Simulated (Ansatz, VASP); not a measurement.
# Sb2Se3: VASP beside Ansatz

```
Sb Se
1.0
     2.86190   -2.86768    0.00000
     2.86190    2.86768    0.00000
     0.00000    0.00000   12.59411
Sb Se
2 3
Direct
  0.50000 0.50000 0.50000
  0.00000 0.00000 0.00000
  0.00000 0.00000 0.80957
  0.00000 0.00000 0.19043
  0.00000 0.00000 0.50000
```

Alike in both runs: functional PBE; k mesh 3 × 3 × 1; occupations gaussian, width 0.15 eV; no spin polarisation.

Ansatz relaxed the structure, and its values are those at the end. VASP's run is a single point on that final structure, the one shown.

|  | VASP | Ansatz |
| --- | --- | --- |
| version | VASP 6.6.1 | Ansatz 0.2.0 |
| potentials or method | VASP PAW PBE potentials, release 64 (Sb, Se), cutoff 500 eV | scalar-relativistic, plane waves, PAW |
| valence electrons in the cell | 28 | 78 |

Ansatz gave:

| Property | Result |
| --- | --- |
| gap on the k mesh at the Fermi level (eV) | 0.07 |
| least direct gap on the mesh (eV) | 0.09 |
| pressure (GPa) | 0.1 |
| rms of the force components (eV/Å) | 0.017 |

Which values does VASP return?

gap on the k mesh at the Fermi level (eV): 0.07; least direct gap on the mesh (eV): 0.09; pressure (GPa): 0.1; rms of the force components (eV/Å): 0.005.

The functional is the same, so the differences come from potentials, cutoffs and numerics. VASP's potentials hold 28 valence electrons a cell and Ansatz's 78, so a difference there can come from the potentials and not from the codes.

The k mesh is coarse, so the values compare programs but aren't converged. Neither program's run includes spin-orbit coupling.
